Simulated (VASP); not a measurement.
# C (P6_3/mmc) in VASP: a series of runs

C is run at these levels: BLYP; tasks: single point.

Program: VASP 6.6.1. These are calculated values, not measurements. Logs are shortened: lines on timing, memory, paths and dates and some standing lists are left out, and cuts for length are marked.

**1. The cell of the first run**

It takes space group P6_3/mmc (No. 194, hexagonal). The conventional cell has a = 1.828 Å, b = 1.828 Å, c = 19.295 Å, α = 90.00°, β = 90.00°, γ = 120.00°. C (site symmetry -3m) has 6 C at 1.83 Å within 2.4 Å. C (site symmetry -6m2) has 6 C at 1.83 Å within 2.4 Å.

**2. Single point, BLYP (volume scaled by 1.04)**

File INCAR:

```
SYSTEM = C
  PREC = Accurate
  ENCUT = 520
  EDIFF = 1E-6
  ISMEAR = -1
  SIGMA = 0.1
  LREAL = .False.
  LASPH = .True.
  NELM = 100
  ALGO = Normal
  ISIF = 2
  LWAVE = .False.
  LCHARG = .False.
  GGA = B5
  ALDAX = 1.0
  AGGAX = 1.0
  AGGAC = 1.0
  ALDAC = 0.0
  NBANDS = 16
```

File KPOINTS:

```
regular mesh
0
Gamma
  22 22 2
  0 0 0
```

File POSCAR:

```
C
1.0
    1.8275035929      0.0000000000      0.0000000000
   -0.9137517964      1.5826645370      0.0000000000
    0.0000000000      0.0000000000     19.2950442112
C
4
Direct
    0.0000000000      1.0000000000      1.0000000000
    0.0000000000      1.0000000000      0.5000000000
    0.3333333333      0.6666666667      0.2500000000
    0.6666666667      0.3333333333      0.7500000000
```

Potentials or basis: VASP PAW PBE potentials, release 64 (C).

Launch:

```sh
cat potpaw_PBE.64/C/POTCAR > POTCAR
mpirun -np 1 vasp_std > vasp.out
```

OUTCAR:

```text
SYSTEM = C
   PREC = Accurate
   ENCUT = 520
   EDIFF = 1E-6
   ISMEAR = -1
   LREAL = .False.
   LASPH = .True.
   NELM = 100
   ISIF = 2
   GGA = B5

 ion  position               nearest neighbor table
   1  0.000  0.000  0.000-
   2  0.000  0.000  0.500-
   3  0.333  0.667  0.250-
   4  0.667  0.333  0.750-

  LATTYP: Found a hexagonal cell.
 ALAT       =     1.8275035929
 C/A-ratio  =    10.5581429695

  Lattice vectors:

 A1 = (   1.8275035929,   0.0000000000,   0.0000000000)
 A2 = (  -0.9137517964,   1.5826645370,   0.0000000000)
 A3 = (   0.0000000000,   0.0000000000,  19.2950442112)

Analysis of symmetry for initial positions (statically):
=====================================================================
 Subroutine PRICEL returns:
 Original cell was already a primitive cell.

 Routine SETGRP: Setting up the symmetry group for a
 hexagonal supercell.

 Subroutine GETGRP returns: Found 24 space group operations
 (whereof 12 operations were pure point group operations)
 out of a pool of 24 trial point group operations.

The static configuration has the point symmetry D_3d.
 The point group associated with its full space group is D_6h.

Analysis of symmetry for dynamics (positions and initial velocities):
=====================================================================
 Subroutine PRICEL returns:
 Original cell was already a primitive cell.

 Routine SETGRP: Setting up the symmetry group for a
 hexagonal supercell.

 Subroutine GETGRP returns: Found 24 space group operations
 (whereof 12 operations were pure point group operations)
 out of a pool of 24 trial point group operations.

The dynamic configuration has the point symmetry D_3d.
 The point group associated with its full space group is D_6h.

 Subroutine INISYM returns: Found 24 space group operations
 (whereof 12 operations are pure point group operations),
 and found     1 'primitive' translations

----------------------------------------------------------------------------------------

                                     Primitive cell

  volume of cell :      55.8075

  direct lattice vectors                    reciprocal lattice vectors
     1.827503593  0.000000000  0.000000000     0.547194547  0.315922919  0.000000000
    -0.913751796  1.582664537  0.000000000     0.000000000  0.631845838  0.000000000
     0.000000000  0.000000000 19.295044211     0.000000000  0.000000000  0.051826779

  length of vectors
     1.827503593  1.827503593 19.295044211     0.631845838  0.631845838  0.051826779

  position of ions in fractional coordinates (direct lattice)
     0.000000000  0.000000000  0.000000000
     0.000000000  0.000000000  0.500000000
     0.333333333  0.666666667  0.250000000
     0.666666667  0.333333333  0.750000000

  ion indices of the primitive-cell ions
   primitive index   ion index
                 1           1
                 2           2
                 3           3
                 4           4

----------------------------------------------------------------------------------------

 KPOINTS: regular mesh

Automatic generation of k-mesh.
 Grid dimensions read from file:
 generate k-points for:   22   22    2

 Generating k-lattice:

  Cartesian coordinates                     Fractional coordinates (reciprocal lattice)
     0.024872479  0.014360133  0.000000000     0.045454545  0.000000000  0.000000000
     0.000000000  0.028720265  0.000000000     0.000000000  0.045454545  0.000000000
     0.000000000  0.000000000  0.025913390     0.000000000  0.000000000  0.500000000

  Length of vectors
     0.028720265  0.028720265  0.025913390

  Shift w.r.t. Gamma in fractional coordinates (k-lattice)
     0.000000000  0.000000000  0.000000000

 Subroutine IBZKPT returns following result:
 ===========================================

 Found    104 irreducible k-points:

 Following reciprocal coordinates:
            Coordinates               Weight
  0.000000  0.000000  0.000000      1.000000
  0.045455 -0.000000  0.000000      6.000000
  0.090909 -0.000000  0.000000      6.000000
  0.136364 -0.000000  0.000000      6.000000
  0.181818  0.000000  0.000000      6.000000
  0.227273  0.000000  0.000000      6.000000
[... 16 lines left out ...]
  0.090909  0.090909  0.000000      6.000000
  0.136364  0.090909  0.000000     12.000000
 [... further k-points ...]
   k-points           NKPTS =    104   k-points in BZ     NKDIM =    104   number of bands    NBANDS=     16
   number of dos      NEDOS =    301   number of ions     NIONS =      4
   total plane-waves  NPLWV =  28224
   dimension x,y,z NGX =    14 NGY =   14 NGZ =  144
   dimension x,y,z NGXF=    28 NGYF=   28 NGZF=  288
   ions per type =               4
   NGX,Y,Z   is equivalent  to a cutoff of  12.74, 12.74, 12.41 a.u.
   NGXF,Y,Z  is equivalent  to a cutoff of  25.47, 25.47, 24.81 a.u.
 SYSTEM =  C
   PREC   = accura    normal or accurate (medium, high low for compatibility)
   ISTART =      0    job   : 0-new  1-cont  2-samecut
   ICHARG =      2    charge: 1-file 2-atom 10-const
   ISPIN  =      1    spin polarized calculation?
   LNONCOLLINEAR =      F non collinear calculations
   LSORBIT =      F    spin-orbit coupling
   LASPH  =      T    aspherical Exc in radial PAW
   ENCUT  =  520.0 eV  38.22 Ry    6.18 a.u.   3.40  3.40 35.88*2*pi/ulx,y,z
   NELM   =    100;   NELMIN=  2; NELMDL= -5     # of ELM steps
   EDIFF  = 0.1E-05   stopping-criterion for ELM
   LREAL  =      F    real-space projection
   EDIFFG = 0.1E-04   stopping-criterion for IOM
   NSW    =      0    number of steps for IOM
   IBRION =     -1    ionic relax: 0-MD 1-quasi-New 2-CG
   NFREE  =      0    steps in history (QN), initial steepest desc. (CG)
   ISIF   =      2    stress and relaxation
   ISYM   =      2    0-nonsym 1-usesym 2-fastsym
   POTIM  = 0.5000    time-step for ionic-motion
   TEBEG  =    0.0;   TEEND  =   0.0 temperature during run
   PSTRESS=    0.0 pullay stress
   NELECT =      16.0000    total number of electrons
   NUPDOWN=      -1.0000    fix difference up-down
   EMIN   =  10.00;   EMAX   =-10.00  energy-range for DOS
   EFERMI =   0.00;   METHOD = LEGACY
   ISMEAR =    -1;   SIGMA  =   0.10  broadening in eV -4-tet -1-fermi 0-gaus
   EFERMI_NEDOS =   21; number of points for ismear=-14 and -15
   IALGO  =     38    algorithm
   IMIX   =      4    mixing-type and parameters
     AMIX     =   0.40;   BMIX     =  1.00
     AMIX_MAG =   1.60;   BMIX_MAG =  1.00
  volume/ion in A,a.u.               =      13.95        94.15
  Fermi-wavevector in a.u.,A,eV,Ry     =   1.079486  2.039934 15.854747  1.165291
  Thomas-Fermi vector in A             =   2.215453
   LORBIT       =      0    0 simple, 1 ext, 2 COOP (PROOUT), +10 PAW based schemes
   GGA     = B5    functional components
   LHFCALC =     F    Hartree Fock is set to
   AEXX    =    0.0000 exact exchange contribution
   IVDW    =     0    specifies the selected vdW correction
   LEPSILON=     F    determine dielectric tensor
   LRPA    =     F    only Hartree local field effects (RPA)
 non-spin polarized calculation
  energy-cutoff  :      520.00
  volume of cell :       55.81
 maximum number of plane-waves:      1548
 NGX is ok and might be reduce to    14
   NGX =  7   NGY =  7   NGZ = 71

 number of electron      16.0000001 magnetization

 Free energy of the ion-electron system (eV)
  ---------------------------------------------------
  ext. energy  EPLUGINS =         0.00000000
  ---------------------------------------------------
  free energy    TOTEN  =       -18.07751232 eV

  energy without entropy =      -18.01277951  energy(sigma->0) =      -18.04514591

 E-fermi :   1.7261     XC(G=0):  -7.6982

 val. band max:        1.7084530400   @ k =   0.3182   0.0909   0.0000
 cond. band min:       1.7527973693   @ k =   0.3182   0.0909   0.5000
 fundamental gap:      0.0443443292
 Fermi energy:         1.7261033983

 k-point     1 :       0.0000    0.0000    0.0000
  band No.  band energies     occupation
      1     -16.9095      2.00000
      2     -16.9044      2.00000
      3     -16.9044      2.00000
      4     -16.8993      2.00000
      5      -4.9589      2.00000
      6      -4.8487      2.00000
[... 8 lines left out ...]
     15      12.8610      0.00000
     16      15.0576      0.00000

 k-point     2 :       0.0455   -0.0000    0.0000
  band No.  band energies     occupation
      1     -16.8142      2.00000
      2     -16.8092      2.00000
      3     -16.8091      2.00000
      4     -16.8041      2.00000
      5      -4.8500      2.00000
      6      -4.7403      2.00000
[... 8 lines left out ...]
     15      12.9326      0.00000
     16      14.7472      0.00000

 k-point     3 :       0.0909   -0.0000    0.0000
  band No.  band energies     occupation
      1     -16.5287      2.00000
      2     -16.5238      2.00000
      3     -16.5237      2.00000
      4     -16.5188      2.00000
      5      -4.5246      2.00000
      6      -4.4165      2.00000
[... 8 lines left out ...]
     15      13.0061      0.00000
     16      13.8546      0.00000

 k-point     4 :       0.1364   -0.0000    0.0000
  band No.  band energies     occupation
      1     -16.0537      2.00000
      2     -16.0489      2.00000
      3     -16.0488      2.00000
      4     -16.0441      2.00000
      5      -3.9862      2.00000
      6      -3.8809      2.00000
[... 8 lines left out ...]
     15      12.2395      0.00000
     16      12.4876      0.00000
[... 324 lines left out ...]
 k-point    22 :       0.4545    0.0455    0.0000
  band No.  band energies     occupation
      1      -7.3986      2.00000
      2      -7.3974      2.00000
      3      -7.3973      2.00000
      4      -7.3962      2.00000
      5      -3.0943      2.00000
      6      -3.0922      2.00000
[... 8 lines left out ...]
     15       9.4433      0.00000
     16       9.4435      0.00000

 k-point    23 :       0.0909    0.0909    0.0000
  band No.  band energies     occupation
      1     -15.7691      2.00000
      2     -15.7644      2.00000
      3     -15.7643      2.00000
      4     -15.7597      2.00000
      5      -3.6657      2.00000
      6      -3.5621      2.00000
[... 8 lines left out ...]
     15      11.8897      0.00000
     16      12.0901      0.00000

 k-point    24 :       0.1364    0.0909    0.0000
  band No.  band energies     occupation
      1     -15.1066      2.00000
      2     -15.1022      2.00000
      3     -15.1021      2.00000
      4     -15.0977      2.00000
      5      -2.9262      2.00000
      6      -2.8267      2.00000
[... 8 lines left out ...]
     15      10.6577      0.00000
     16      10.7350      0.00000

 [... further k-points ...]
[... 5 lines left out ...]
  --------------------------------------------------------------------------------------
  -------------------------------------------------------------------------------------
  Total       -1.0226474     -1.0226474      0.0482190     -0.0000000      0.0000000      0.0000000
  in kB      -29.3591587    -29.3591587      1.3843181     -0.0000000      0.0000000      0.0000000
  external PRESSURE =     -19.1113331 kB  Pullay stress =       0.0000000 kB

 VOLUME and BASIS-vectors are now :
 -----------------------------------------------------------------------------
  energy-cutoff  :      520.00
  volume of cell :       55.81
      direct lattice vectors                 reciprocal lattice vectors
     1.827503593  0.000000000  0.000000000     0.547194547  0.315922919  0.000000000
    -0.913751796  1.582664537  0.000000000     0.000000000  0.631845838  0.000000000
     0.000000000  0.000000000 19.295044211     0.000000000  0.000000000  0.051826779

 POSITION                                       TOTAL-FORCE (eV/Angst)
 -----------------------------------------------------------------------------------
      0.00000      0.00000      0.00000         0.000000     -0.000000      0.000000
      0.00000      0.00000      9.64752         0.000000     -0.000000      0.000000
     -0.00000      1.05511      4.82376        -0.000000      0.000000      0.000000
      0.91375      0.52755     14.47128         0.000000     -0.000000      0.000000
 -----------------------------------------------------------------------------------
    total drift:                                0.000000     -0.000000      0.000000

  FREE ENERGIE OF THE ION-ELECTRON SYSTEM (eV)
  ---------------------------------------------------
  free  energy   TOTEN  =       -18.0775123163 eV

  energy  without entropy=      -18.0127795071  energy(sigma->0) =      -18.04514591
```

It took 51 s on 1 thread of Intel Xeon 6975P-C (Granite Rapids), shared host; peak memory 0.19 GiB.

Results:

```
Free energy            : -18.0775 eV
Pressure               : -1.9 GPa
Band gap on the k mesh : zero (band 8 reaches 2.46 eV, above the bottom of band 9 at 0.61 eV)
```

Stress tensor (GPa, compression positive):
```
-2.94  0.00  0.00
 0.00 -2.94  0.00
 0.00  0.00  0.14
```

Caveat: the PAW data sets were made with another functional, which shifts forces and pressure a little; this functional lacks dispersion, which binds the layers, so the pressure and a relaxed spacing across them are unreliable.

**3. Single point, BLYP (volume scaled by 1.08)**

File INCAR:

```
PREC = Accurate
ENCUT = 520
EDIFF = 1E-6
ISMEAR = -1
SIGMA = 0.1
LREAL = False
LASPH = True
NELM = 100
ALGO = Normal
ISIF = 2
LWAVE = False
LCHARG = False
GGA = B5
ALDAX = 1.0
AGGAX = 1.0
AGGAC = 1.0
ALDAC = 0.0
NBANDS = 16
```

File KPOINTS:

```
Automatic mesh
0
Gamma
  22 22 2
```

File POSCAR:

```
C
1.0
    1.8506390058      0.0000000000      0.0000000000
   -0.9253195029      1.6027003923      0.0000000000
    0.0000000000      0.0000000000     19.5393112082
C
4
Direct
    0.0000000000      1.0000000000      1.0000000000
    0.0000000000      1.0000000000      0.5000000000
    0.3333333333      0.6666666667      0.2500000000
    0.6666666667      0.3333333333      0.7500000000
```

Potentials or basis: VASP PAW PBE potentials, release 64 (C).

Launch:

```sh
cat potpaw_PBE.64/C/POTCAR > POTCAR
mpirun -np 1 vasp_std > vasp.out
```

Wall time 58 s (1 thread of Intel Xeon 6975P-C (Granite Rapids), shared host); peak memory 0.2 GiB.

It converged, with:

| Property | Result |
| --- | --- |
| Free energy | -18.0436 eV |
| Pressure | -3.2 GPa |
| Band gap on the k mesh | zero (band 8 reaches 2.20 eV, above the bottom of band 9 at 0.04 eV) |

Stress tensor (GPa, compression positive):
```
-4.91  0.00  0.00
 0.00 -4.91  0.00
 0.00  0.00  0.13
```

Levels at points of the mesh, in eV from the Fermi level:
```csv
k point,band 6,band 7,band 8,band 9,band 10,band 11
"(0.00, 0.00, 0.00)",-6.24,-6.24,-6.13,3.60,4.49,4.49
"(0.50, 0.00, 0.00)",-5.17,-5.17,-5.17,2.33,2.34,2.34
"(0.00, 0.00, 0.50)",-6.32,-6.16,-6.16,3.83,3.83,5.43
"(0.50, 0.00, 0.50)",-5.17,-5.17,-5.17,2.33,2.33,2.35
```

Caveat: the PAW data sets were made with another functional, which shifts forces and pressure a little; this functional lacks dispersion, which binds the layers, so the pressure and a relaxed spacing across them are unreliable.

**4. Single point, BLYP (volume scaled by 1.12)**

File INCAR:

```
SYSTEM = C
PREC = Accurate ; ENCUT = 520
EDIFF = 1E-7 ; ISMEAR = -1
SIGMA = 0.1 ; LREAL = .FALSE.
LASPH = .TRUE. ; NELM = 100
ALGO = Normal ; ISIF = 2
LWAVE = .FALSE. ; LCHARG = .FALSE.
GGA = B5 ; ALDAX = 1.0
AGGAX = 1.0 ; AGGAC = 1.0
ALDAC = 0.0 ; NBANDS = 16
```

File KPOINTS:

```
Automatic mesh
0
G
  22 22 2
  0 0 0
```

File POSCAR:

```
C
1.0
    1.8732099987      0.0000000000      0.0000000000
   -0.9366049993      1.6222474455      0.0000000000
    0.0000000000      0.0000000000     19.7776189776
C
4
Direct
    0.0000000000      1.0000000000      1.0000000000
    0.0000000000      1.0000000000      0.5000000000
    0.3333333333      0.6666666667      0.2500000000
    0.6666666667      0.3333333333      0.7500000000
```

Launch:

```sh
cat potpaw_PBE.64/C/POTCAR > POTCAR
mpirun -np 1 vasp_std > vasp.out
```

Run time: 68 s. Hardware: 1 thread of Intel Xeon 6975P-C (Granite Rapids), shared host; peak memory 0.2 GiB.

The run converged. Its results:

```yaml
Free_energy: -17.9949 eV
Pressure: -4.1 GPa
Band_gap_on_the_k_mesh: zero (band 8 reaches 1.97 eV, above the bottom of band 9 at -0.48 eV)
```

Stress tensor (GPa, compression positive):
```
-6.20  0.00  0.00
 0.00 -6.20  0.00
 0.00  0.00  0.13
```

Levels at points of the mesh, in eV from the Fermi level:
| k point | band 6 | band 7 | band 8 | band 9 | band 10 | band 11 |
| --- | --- | --- | --- | --- | --- | --- |
| (0.00, 0.00, 0.00) | -5.94 | -5.94 | -5.83 | 3.74 | 4.60 | 4.60 |
| (0.50, 0.00, 0.00) | -5.22 | -5.22 | -5.22 | 2.32 | 2.33 | 2.33 |
| (0.00, 0.00, 0.50) | -6.01 | -5.87 | -5.87 | 3.96 | 3.96 | 5.51 |
| (0.50, 0.00, 0.50) | -5.22 | -5.22 | -5.22 | 2.32 | 2.32 | 2.34 |

Caveat: the PAW data sets were made with another functional, which shifts forces and pressure a little; this functional lacks dispersion, which binds the layers, so the pressure and a relaxed spacing across them are unreliable.

(Continued in part 2 of 2.)
